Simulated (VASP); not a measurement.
The system is CuAu.

```
CELL_PARAMETERS angstrom
2.81075 0.00000 0.00000
0.00000 2.81075 0.00000
0.00000 0.00000 3.68500
ATOMIC_POSITIONS crystal
Cu 0.50000 0.50000 0.50000
Au 0.00000 0.00000 0.00000
```

```yaml
Program: VASP 6.6.1
Task: relaxation of cell and atoms
Functional: PBEsol
Potentials_or_basis: VASP PAW PBE potentials, release 64 (Cu, Au)
Cutoff: 600 eV
k_mesh: 11 × 11 × 9
Occupations: fermi-dirac, width 0.1 eV
Spin: no spin polarisation
```

At the start: pressure -3.7 GPa; volume 14.56 Å³/atom.

Where does the relaxation end?

Over 10 steps the energy falls by 4.0 meV/atom and the volume is 14.21 Å³/atom (-2.4 %); space group P4/mmm (No. 123, to 0.05 Å).

Step by step:
```tsv
step	energy change (eV)	largest force (eV/Å)	pressure (GPa)	volume (Å³)
1	0.0000	0.0000	-3.71	29.11
2	0.0025	0.0000	4.70	27.72
3	-0.0080	0.0000	-0.08	28.45
4	-0.0080	0.0000	0.08	28.44
5	-0.0080	0.0000	-0.05	28.46
6	-0.0080	0.0000	-0.11	28.47
7	-0.0080	0.0000	-0.19	28.47
8	-0.0080	0.0000	-0.20	28.47
9	-0.0080	0.0000	-0.12	28.45
10	-0.0080	0.0000	0.03	28.43
```

Final structure:
```cif
data_structure
_symmetry_space_group_name_H-M 'P 1'
_symmetry_Int_Tables_number 1
_cell_length_a 2.7917
_cell_length_b 2.7917
_cell_length_c 3.6472
_cell_angle_alpha 90.000
_cell_angle_beta 90.000
_cell_angle_gamma 90.000
_cell_volume 28.43
loop_
_atom_site_label
_atom_site_type_symbol
_atom_site_fract_x
_atom_site_fract_y
_atom_site_fract_z
_atom_site_occupancy
Cu1 Cu 0.50000 0.50000 0.50000 1
Au1 Au 0.00000 0.00000 0.00000 1
```

Caveat: the PAW data sets were made with another functional, which shifts forces and pressure a little.
